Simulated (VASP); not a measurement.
Set up this calculation in VASP 6.6.1, as the native input.

| Item | Value |
| --- | --- |
| Task | relaxation of cell and atoms |
| Functional | PBE |
| Potentials or basis | VASP PAW PBE potentials, release 64 (Te, Pt, Se) |
| Cutoff | 600 eV |
| k mesh | 4 × 4 × 4 |
| Occupations | gaussian, width 0.1 eV |
| Spin | no spin polarisation |
| Dipole correction | no |
| Further INCAR settings | ALGO = Normal; EDIFF = 1e-06; IBRION = 2; EDIFFG = -0.04; NSW = 90; ISIF = 3 |

The structure of TePtSe3 lies in POSCAR:

```
TePtSe3
1.0
    5.2531949000      0.0000000000      0.0000000000
    0.0000000000      5.2531949000      0.0000000000
    0.0000000000      0.0000000000      5.2531949000
Te Pt Se
1 1 3
Direct
    0.5000000000      0.5000000000      0.5000000000
    0.0000000000      0.0000000000      0.0000000000
    0.5000000000      0.0000000000      0.0000000000
    0.0000000000      0.5000000000      0.0000000000
    0.0000000000      0.0000000000      0.5000000000
```

The cell was generated, and may not be a known phase.

One way to write it, as run:

INCAR

```
SYSTEM = TePtSe3
PREC = Accurate
ENCUT = 600
EDIFF = 1E-6
ISMEAR = 0
SIGMA = 0.1
LREAL = .FALSE.
LASPH = .TRUE.
NELM = 100
ALGO = Normal
ISIF = 3
LWAVE = .FALSE.
LCHARG = .FALSE.
GGA = PE
IBRION = 2
NSW = 90
EDIFFG = -0.04
```

KPOINTS

```
regular mesh
0
G
  4 4 4
  0 0 0
```

Potentials or basis: VASP PAW PBE potentials, release 64 (Te, Pt, Se).

Run with:

```console
$ cat potpaw_PBE.64/Te/POTCAR potpaw_PBE.64/Pt/POTCAR potpaw_PBE.64/Se/POTCAR > POTCAR
$ mpirun -np 1 vasp_std > vasp.out
```

It gave:

The relaxed volume is 24.40 Å³/atom, the relaxed cell is a = 4.959 Å, b = 4.959 Å, c = 4.959 Å, α = 90.00°, β = 90.00°, γ = 90.00° and the space group after relaxing (to 0.1 Å) is Pm-3m (No. 221). The energy gained by relaxing is 145.0 meV/atom and the ionic steps are 3. The pressure after relaxing is 0.1 GPa. The band gap on the k mesh is zero (bands 17 and 18 overlap by 2.93 eV).

Caveat: the volume moved by over 15 % at a fixed basis, so the end points are rough; spin-orbit coupling is left out, which moves the levels of the heavy elements.

Run time: 2.2 min on 1 thread of Intel(R) Xeon(R) Platinum 8259CL CPU @ 2.50GHz (Skylake/Cascade Lake), with other jobs on the host, peak memory 0.29 GiB.
